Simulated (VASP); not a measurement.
Write the native input for VASP 6.6.1 that does the following.

| Quantity | Value |
| --- | --- |
| Task | single point |
| Functional | PBE |
| Potentials or basis | VASP PAW PBE potentials, release 64 (Ga_d, N) |
| Cutoff | 520 eV |
| k mesh | 14 × 14 × 14 |
| Occupations | gaussian, width 0.1 eV |
| Spin | no spin polarisation |
| Dipole correction | no |
| Further INCAR settings | ALGO = Normal; EDIFF = 1e-06; NBANDS = 26 |

The structure of GaN lies in POSCAR:

```
GaN
1.0
    0.0000000000      2.8742670994      2.8742670994
    2.8742670994      0.0000000000      2.8742670994
    2.8742670994      2.8742670994      0.0000000000
Ga N
2 2
Direct
    0.5000000000      0.5000000000      0.5000000000
    0.7500000000      0.7500000000      0.7500000000
    0.2500000000      0.2500000000      0.2500000000
    0.0000000000      0.0000000000      0.0000000000
```

The cell was built from a structure type or drawn by symmetry, and may not be a known phase.

One way to write it, as run:

INCAR

```
SYSTEM = GaN
PREC = Accurate
ENCUT = 520
EDIFF = 1E-6
ISMEAR = 0
SIGMA = 0.1
LREAL = .FALSE.
LASPH = .TRUE.
NELM = 80
ALGO = Normal
ISIF = 2
LWAVE = .FALSE.
LCHARG = .FALSE.
GGA = PE
NBANDS = 26
```

KPOINTS

```
regular mesh
0
G
  14 14 14
  0 0 0
```

Potentials or basis: VASP PAW PBE potentials, release 64 (Ga_d, N).

The run is started by

```sh
$ cat potpaw_PBE.64/Ga_d/POTCAR potpaw_PBE.64/N/POTCAR > POTCAR
$ mpirun -np 1 vasp_std > vasp.out
```

Results of the run:

The pressure is 0.2 GPa and the band gap on the k mesh is zero (bands 18 and 19 overlap by 2.28 eV).

Run time: 58 s on 1 thread of Intel(R) Xeon(R) 6975P-C (Granite Rapids), on a shared host, peak memory 0.24 GiB.
